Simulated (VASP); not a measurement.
Crystal: InSe.

```xyz
4
Lattice="2.0000 1.1547 8.4400 -2.0000 1.1547 8.4400 0.0000 -2.3094 8.4400" Properties=species:S:1:pos:R:3 pbc="T T T"
In    0.0000    0.0000    0.0000
In    0.0000    0.0000    2.8206
Se    0.0000    0.0000   15.6098
Se    0.0000    0.0000   20.9675
```

- Program: VASP 6.6.1
- Task: relaxation of cell and atoms
- Functional: PBE
- Dispersion: D3(BJ)
- Potentials or basis: VASP PAW PBE potentials, release 64 (In_d, Se)
- Cutoff: 600 eV
- k mesh: 6 × 6 × 6
- Occupations: fermi-dirac, width 0.02 eV
- Spin: no spin polarisation

At the start: pressure 1.1 GPa; volume 29.24 Å³/atom.

Q: Where does the relaxation end?

A: Over 15 steps the energy falls by 4.8 meV/atom and the volume is 29.33 Å³/atom (+0.3 %); space group R3m (No. 160, to 0.1 Å) before and after.

The path:
```tsv
step	energy change (eV)	largest force (eV/Å)	pressure (GPa)	volume (Å³)
1	0.0000	0.3847	1.05	116.95
2	-0.0108	0.2006	-0.77	120.22
3	-0.0159	0.0240	-0.15	119.02
4	-0.0166	0.0339	-0.03	118.64
5	-0.0167	0.0466	0.02	118.49
6	-0.0170	0.0386	0.02	118.44
7	-0.0179	0.0449	0.00	118.29
8	-0.0186	0.0564	-0.02	117.98
9	-0.0190	0.0255	-0.07	117.84
10	-0.0190	0.0136	-0.08	117.78
11	-0.0190	0.0295	-0.11	117.67
12	-0.0191	0.0197	-0.10	117.72
13	-0.0192	0.0094	0.05	117.16
14	-0.0192	0.0074	0.02	117.26
15	-0.0193	0.0047	-0.01	117.31
```

Final structure:
```cif
data_structure
_symmetry_space_group_name_H-M 'P 1'
_symmetry_Int_Tables_number 1
_cell_length_a 8.6193
_cell_length_b 8.6193
_cell_length_c 8.6193
_cell_angle_alpha 27.111
_cell_angle_beta 27.111
_cell_angle_gamma 27.111
_cell_volume 117.31
loop_
_atom_site_label
_atom_site_type_symbol
_atom_site_fract_x
_atom_site_fract_y
_atom_site_fract_z
_atom_site_occupancy
In1 In 0.99957 0.99957 0.99957 1
In2 In 0.11182 0.11182 0.11182 1
Se1 Se 0.61464 0.61464 0.61464 1
Se2 Se 0.82998 0.82998 0.82998 1
```
